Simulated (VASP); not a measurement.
# HOs12 (a cell with a defect) in VASP: further runs

HOs12 (a cell with a defect) is run at these levels: PBE; tasks: single point.

All numbers are computed with VASP 6.6.1; they aren't measurements. Logs are shortened: lines on timing, memory, paths and dates and some standing lists are left out, and cuts for length are marked.

**1. The cell of the first run**

The cell holds a defect, 13 atoms: a = 5.480 Å, b = 8.220 Å, c = 4.326 Å, α = 90.00°, β = 90.00°, γ = 120.00°.

**2. Single point, PBE**

Contents of INCAR:

```
PREC = Accurate
ENCUT = 520
EDIFF = 1E-7
ISMEAR = -1
SIGMA = 0.15
LREAL = False
LASPH = True
NELM = 100
ALGO = Normal
ISIF = 2
LWAVE = False
LCHARG = True
GGA = PE
LELF = True
LVHAR = True
NBANDS = 60
```

Contents of KPOINTS:

```
Automatic mesh
0
Gamma
  4 3 4
```

Contents of POSCAR:

```
HOs12
1.0
    5.4800000000      0.0000000000      0.0000000000
   -4.1100000000      7.1187290000      0.0000000000
    0.0000000000      0.0000000000      4.3264600000
Os H
12 1
Direct
    0.0046075086     -0.0015452197     -0.0023113585
    0.1678057374      0.2322324673      0.4964798010
    0.0100408670      0.3316603287     -0.0012943607
    0.1636210371      0.5618840105      0.4944920327
    0.0083310455      0.6729572091     -0.0073270064
    0.1724053061      0.8955671722      0.5127517647
    0.4985264762     -0.0031325817     -0.0100081822
    0.6637121998      0.2151929087      0.5032289678
    0.5068250948      0.3280782286     -0.0089218437
    0.6404304403      0.5480191759      0.4921575607
    0.4902944580      0.6621687664      0.0168266897
    0.6747732186      0.8902572355      0.5127286511
    0.8048498109      0.4186561955      0.7029765674
```

Potentials or basis: VASP PAW PBE potentials, release 64 (Os, H).

On the command line:

```
cat potpaw_PBE.64/Os/POTCAR potpaw_PBE.64/H/POTCAR > POTCAR
mpirun -np 1 vasp_std > vasp.out
```

OUTCAR:

```text
PREC = Accurate
   ENCUT = 520
   EDIFF = 1E-7
   ISMEAR = -1
   LREAL = False
   LASPH = True
   NELM = 100
   ISIF = 2
   GGA = PE

 ion  position               nearest neighbor table
   1  0.005  0.998  0.998-   6 2.60  12 2.62   5 2.69   6 2.70   7 2.71  12 2.72   3 2.72   2 2.73
                             9 2.73   2 2.73   7 2.77  11 2.79
   2  0.168  0.232  0.496-  10 2.59   3 2.60   3 2.62   9 2.68   8 2.70   9 2.72   4 2.72   1 2.73
                             1 2.73  12 2.76   6 2.78   8 2.79
   3  0.010  0.332  0.999-  13 2.05   2 2.60   2 2.62  11 2.68   8 2.70   4 2.70   1 2.72   4 2.73
                             8 2.73   9 2.74   9 2.74   7 2.78   5 2.81
   4  0.164  0.562  0.494-  13 1.94  11 2.58   5 2.64   5 2.65  10 2.67   3 2.70   6 2.72   2 2.72
                             3 2.73  11 2.74  12 2.75   8 2.80  10 2.81
   5  0.008  0.673  0.993-   6 2.61   4 2.64   4 2.65   7 2.67   1 2.69  11 2.69   6 2.75  10 2.78
                            10 2.78   9 2.79  11 2.80   3 2.81
   6  0.172  0.896  0.513-   7 2.58   1 2.60   5 2.61   8 2.66   1 2.70  12 2.71   4 2.72   7 2.74
                             5 2.75  12 2.78   2 2.78  10 2.89
   7  0.499  0.997  0.990-   6 2.58  12 2.61   8 2.62   5 2.67   9 2.70   8 2.71   1 2.71  11 2.73
                             6 2.74   1 2.77  12 2.77   3 2.78
   8  0.664  0.215  0.503-  13 1.69   7 2.62   9 2.62   6 2.66   2 2.70   3 2.70  12 2.70   9 2.70
                             7 2.71   3 2.73   2 2.79   4 2.80  10 2.80
   9  0.507  0.328  0.991-  13 1.89   8 2.62  10 2.67  10 2.68   2 2.68   7 2.70   8 2.70   2 2.72
                             1 2.73   3 2.74   3 2.74   5 2.79  11 2.79
  10  0.640  0.548  0.492-  13 1.93  11 2.56   2 2.59   4 2.67   9 2.67   9 2.68  12 2.73  11 2.74
                             5 2.78   5 2.78   8 2.80   4 2.81   6 2.89
  11  0.490  0.662  0.017-  10 2.56   4 2.58   3 2.68   5 2.69  12 2.69  12 2.72   7 2.73  10 2.74
                             4 2.74   1 2.79   9 2.79   5 2.80
  12  0.675  0.890  0.513-   7 2.61   1 2.62  11 2.69   8 2.70   6 2.71  11 2.72   1 2.72  10 2.73
                             4 2.75   2 2.76   7 2.77   6 2.78
  13  0.805  0.419  0.703-   8 1.69   9 1.89  10 1.93   4 1.94   3 2.05

  LATTYP: Found a simple monoclinic cell.
 ALAT       =     5.4800000000
 B/A-ratio  =     0.7895000000
 C/A-ratio  =     1.3228756879
 COS(beta)  =    -0.1889822319

  Lattice vectors:

 A1 = (   5.4800000000,   0.0000000000,   0.0000000000)
 A2 = (   0.0000000000,   0.0000000000,   4.3264600000)
 A3 = (  -1.3700000000,  -7.1187290000,   0.0000000000)

Analysis of symmetry for initial positions (statically):
=====================================================================
 Subroutine PRICEL returns:
 Original cell was already a primitive cell.

 Routine SETGRP: Setting up the symmetry group for a
 simple monoclinic supercell.

 Subroutine GETGRP returns: Found  1 space group operations
 (whereof  1 operations were pure point group operations)
 out of a pool of  4 trial point group operations.

The static configuration has the point symmetry C_1 .

Analysis of symmetry for dynamics (positions and initial velocities):
=====================================================================
 Subroutine PRICEL returns:
 Original cell was already a primitive cell.

 Routine SETGRP: Setting up the symmetry group for a
 simple monoclinic supercell.

 Subroutine GETGRP returns: Found  1 space group operations
 (whereof  1 operations were pure point group operations)
 out of a pool of  4 trial point group operations.

The dynamic configuration has the point symmetry C_1 .

 Subroutine INISYM returns: Found  1 space group operations
 (whereof  1 operations are pure point group operations),
 and found     1 'primitive' translations

----------------------------------------------------------------------------------------

                                     Primitive cell

  volume of cell :     168.7780

  direct lattice vectors                    reciprocal lattice vectors
     5.480000000  0.000000000  0.000000000     0.182481752  0.105355886  0.000000000
    -4.110000000  7.118729000  0.000000000     0.000000000  0.140474514  0.000000000
     0.000000000  0.000000000  4.326460000     0.000000000  0.000000000  0.231135848

  length of vectors
     5.480000000  8.220000157  4.326460000     0.210711776  0.140474514  0.231135848

  position of ions in fractional coordinates (direct lattice)
     0.004607509  0.998454780  0.997688641
     0.167805737  0.232232467  0.496479801
     0.010040867  0.331660329  0.998705639
     0.163621037  0.561884011  0.494492033
     0.008331046  0.672957209  0.992672994
     0.172405306  0.895567172  0.512751765
     0.498526476  0.996867418  0.989991818
     0.663712200  0.215192909  0.503228968
     0.506825095  0.328078229  0.991078156
     0.640430440  0.548019176  0.492157561
     0.490294458  0.662168766  0.016826690
     0.674773219  0.890257236  0.512728651
     0.804849811  0.418656195  0.702976567

  ion indices of the primitive-cell ions
   primitive index   ion index
                 1           1
                 2           2
                 3           3
                 4           4
                 5           5
                 6           6
                 7           7
                 8           8
                 9           9
                10          10
                11          11
                12          12
                13          13

----------------------------------------------------------------------------------------

 KPOINTS: Automatic mesh

Automatic generation of k-mesh.
 Grid dimensions read from file:
 generate k-points for:    4    3    4

 Generating k-lattice:

  Cartesian coordinates                     Fractional coordinates (reciprocal lattice)
     0.045620438  0.026338971  0.000000000     0.250000000  0.000000000  0.000000000
     0.000000000  0.046824838  0.000000000     0.000000000  0.333333333  0.000000000
     0.000000000  0.000000000  0.057783962     0.000000000  0.000000000  0.250000000

  Length of vectors
     0.052677944  0.046824838  0.057783962

  Shift w.r.t. Gamma in fractional coordinates (k-lattice)
     0.000000000  0.000000000  0.000000000

 Subroutine IBZKPT returns following result:
 ===========================================

 Found     26 irreducible k-points:

 Following reciprocal coordinates:
            Coordinates               Weight
  0.000000  0.000000  0.000000      1.000000
  0.250000  0.000000  0.000000      2.000000
  0.500000  0.000000  0.000000      1.000000
  0.000000  0.333333  0.000000      2.000000
  0.250000  0.333333  0.000000      2.000000
  0.500000  0.333333  0.000000      2.000000
[... 16 lines left out ...]
  0.000000  0.333333  0.500000      2.000000
  0.250000  0.333333  0.500000      2.000000
 [... further k-points ...]
   k-points           NKPTS =     26   k-points in BZ     NKDIM =     26   number of bands    NBANDS=     60
   number of dos      NEDOS =    301   number of ions     NIONS =     13
   total plane-waves  NPLWV =  86016
   dimension x,y,z NGX =    42 NGY =   64 NGZ =   32
   dimension x,y,z NGXF=    84 NGYF=  128 NGZF=   64
   ions per type =              12   1
   NGX,Y,Z   is equivalent  to a cutoff of  12.74, 12.94, 12.30 a.u.
   NGXF,Y,Z  is equivalent  to a cutoff of  25.48, 25.89, 24.59 a.u.
 SYSTEM =  unknown system
   PREC   = accura    normal or accurate (medium, high low for compatibility)
   ISTART =      0    job   : 0-new  1-cont  2-samecut
   ICHARG =      2    charge: 1-file 2-atom 10-const
   ISPIN  =      1    spin polarized calculation?
   LNONCOLLINEAR =      F non collinear calculations
   LSORBIT =      F    spin-orbit coupling
   LASPH  =      T    aspherical Exc in radial PAW
   ENCUT  =  520.0 eV  38.22 Ry    6.18 a.u.  10.19 15.28  8.04*2*pi/ulx,y,z
   NELM   =    100;   NELMIN=  2; NELMDL= -5     # of ELM steps
   EDIFF  = 0.1E-06   stopping-criterion for ELM
   LREAL  =      F    real-space projection
   EDIFFG = 0.1E-05   stopping-criterion for IOM
   NSW    =      0    number of steps for IOM
   IBRION =     -1    ionic relax: 0-MD 1-quasi-New 2-CG
   NFREE  =      0    steps in history (QN), initial steepest desc. (CG)
   ISIF   =      2    stress and relaxation
   ISYM   =      2    0-nonsym 1-usesym 2-fastsym
   POTIM  = 0.5000    time-step for ionic-motion
   TEBEG  =    0.0;   TEEND  =   0.0 temperature during run
   PSTRESS=    0.0 pullay stress
   NELECT =      97.0000    total number of electrons
   NUPDOWN=      -1.0000    fix difference up-down
   EMIN   =  10.00;   EMAX   =-10.00  energy-range for DOS
   EFERMI =   0.00;   METHOD = LEGACY
   ISMEAR =    -1;   SIGMA  =   0.15  broadening in eV -4-tet -1-fermi 0-gaus
   EFERMI_NEDOS =   21; number of points for ismear=-14 and -15
   IALGO  =     38    algorithm
   IMIX   =      4    mixing-type and parameters
     AMIX     =   0.40;   BMIX     =  1.00
     AMIX_MAG =   1.60;   BMIX_MAG =  1.00
  volume/ion in A,a.u.               =      12.98        87.61
  Fermi-wavevector in a.u.,A,eV,Ry     =   1.361111  2.572127 25.206464  1.852623
  Thomas-Fermi vector in A             =   2.487715
   LORBIT       =      0    0 simple, 1 ext, 2 COOP (PROOUT), +10 PAW based schemes
   GGA     = PE    functional components
   LHFCALC =     F    Hartree Fock is set to
   AEXX    =    0.0000 exact exchange contribution
   IVDW    =     0    specifies the selected vdW correction
   LEPSILON=     F    determine dielectric tensor
   LRPA    =     F    only Hartree local field effects (RPA)
 non-spin polarized calculation
  energy-cutoff  :      520.00
  volume of cell :      168.78
 maximum number of plane-waves:      4560
 NGX is ok and might be reduce to    42
   NGX = 21   NGY = 31   NGZ = 17

 number of electron      97.0000000 magnetization

 Free energy of the ion-electron system (eV)
  ---------------------------------------------------
  ext. energy  EPLUGINS =         0.00000000
  ---------------------------------------------------
  free energy    TOTEN  =      -136.92763800 eV

  energy without entropy =     -136.45155696  energy(sigma->0) =     -136.68959748

 E-fermi :   9.6911     XC(G=0): -14.0687

 val. band max:        9.6806704582   @ k =  -0.2500   0.3333   0.0000
 cond. band min:       9.6941765295   @ k =   0.0000   0.0000   0.0000
 fundamental gap:      0.0135060713
 Fermi energy:         9.6911001072

 k-point     1 :       0.0000    0.0000    0.0000
  band No.  band energies     occupation
      1      -2.2924      2.00000
      2       0.1695      2.00000
      3       1.6697      2.00000
      4       1.7162      2.00000
      5       2.0119      2.00000
      6       2.3794      2.00000
[... 52 lines left out ...]
     59      11.7286      0.00000
     60      11.7470      0.00000

 k-point     2 :       0.2500    0.0000    0.0000
  band No.  band energies     occupation
      1      -1.8771      2.00000
      2       0.2438      2.00000
      3       1.5798      2.00000
      4       2.0437      2.00000
      5       2.1914      2.00000
      6       2.3083      2.00000
[... 52 lines left out ...]
     59      11.4699      0.00001
     60      11.5310      0.00001

 k-point     3 :       0.5000    0.0000    0.0000
  band No.  band energies     occupation
      1      -1.3819      2.00000
      2       0.6441      2.00000
      3       1.2037      2.00000
      4       1.4543      2.00000
      5       2.2953      2.00000
      6       2.8426      2.00000
[... 1312 lines left out ...]
     59      11.6180      0.00001
     60      11.6580      0.00000

 k-point    24 :       0.2500    0.3333    0.5000
  band No.  band energies     occupation
      1      -1.2079      2.00000
      2       2.0860      2.00000
      3       2.1207      2.00000
      4       2.1997      2.00000
      5       2.2660      2.00000
      6       2.3159      2.00000
[... 52 lines left out ...]
     59      11.3113      0.00004
     60      11.3899      0.00002

 [... further k-points ...]

------------------------ aborting loop because EDIFF is reached ----------------------------------------

  FORCE on cell =-STRESS in cart. coord.  units (eV):
  Direction    XX          YY          ZZ          XY          YZ          ZX
  --------------------------------------------------------------------------------------
  -------------------------------------------------------------------------------------
  Total       13.6504021     15.0098630     17.1633059      0.2565708      0.3336449     -0.3342930
  in kB      129.5806984    142.4858048    162.9280329      2.4355787      3.1672280     -3.1733807
  external PRESSURE =     144.9981787 kB  Pullay stress =       0.0000000 kB

 VOLUME and BASIS-vectors are now :
 -----------------------------------------------------------------------------
  energy-cutoff  :      520.00
  volume of cell :      168.78
      direct lattice vectors                 reciprocal lattice vectors
     5.480000000  0.000000000  0.000000000     0.182481752  0.105355886  0.000000000
    -4.110000000  7.118729000  0.000000000     0.000000000  0.140474514  0.000000000
     0.000000000  0.000000000  4.326460000     0.000000000  0.000000000  0.231135848

 POSITION                                       TOTAL-FORCE (eV/Angst)
 -----------------------------------------------------------------------------------
     -4.07840      7.10773      4.31646        -0.372491      0.630824      0.678379
     -0.03490      1.65320      2.14800         0.756346     -1.834715     -0.043549
     -1.30810      2.36100      4.32086        -0.586741      0.242412      0.401987
     -1.41270      3.99990      2.13940         0.747308     -0.075572      0.095174
     -2.72020      4.79060      4.29476        -1.080736     -0.444253      1.037672
     -2.73600      6.37530      2.21840        -0.208770     -0.661341     -1.439607
     -1.36520      7.09643      4.28316         0.471368      0.142914      1.276264
      2.75270      1.53190      2.17720         0.300047     -1.078533     -1.837730
      1.42900      2.33550      4.28786        -1.748729      0.096830      1.418040
      1.25720      3.90120      2.12930         1.489795      1.642307      0.297879
     -0.03470      4.71380      0.07280         0.581031      0.897889     -1.483439
      0.03880      6.33750      2.21830        -0.488989     -0.787166     -0.966570
      2.68990      2.98030      3.04140         0.140561      1.228404      0.565499
 -----------------------------------------------------------------------------------
    total drift:                                0.000158      0.000060     -0.000070

  FREE ENERGIE OF THE ION-ELECTRON SYSTEM (eV)
  ---------------------------------------------------
  free  energy   TOTEN  =      -136.9276380003 eV

  energy  without entropy=     -136.4515569586  energy(sigma->0) =     -136.68959748
```

Wall time 7.3 min (1 thread of Intel Xeon Platinum 8488C (Sapphire Rapids), shared host); peak memory 0.37 GiB.

Results:

| Quantity | Value |
| --- | --- |
| Free energy | -136.9276 eV |
| Pressure | 14.5 GPa |
| Largest force | 2.254 eV/Å |
| Band gap on the k mesh | zero (an odd number of electrons rules out a gap without spin polarisation) |

Forces in eV/Å, atoms in the order of the input:
```
Os  -0.372  0.631  0.678
Os   0.756 -1.835 -0.044
Os  -0.587  0.242  0.402
Os   0.747 -0.076  0.095
Os  -1.081 -0.444  1.038
Os  -0.209 -0.661 -1.440
Os   0.471  0.143  1.276
Os   0.300 -1.079 -1.838
Os  -1.749  0.097  1.418
Os   1.490  1.642  0.298
Os   0.581  0.898 -1.483
Os  -0.489 -0.787 -0.967
H    0.141  1.228  0.565
```

Caveat: the k points lie up to 0.36 Å⁻¹ apart, too coarse for converged energies and pressures of a metal; spin-orbit coupling is left out, which moves the levels of the heavy elements.

(Continued in part 2 of 2.)
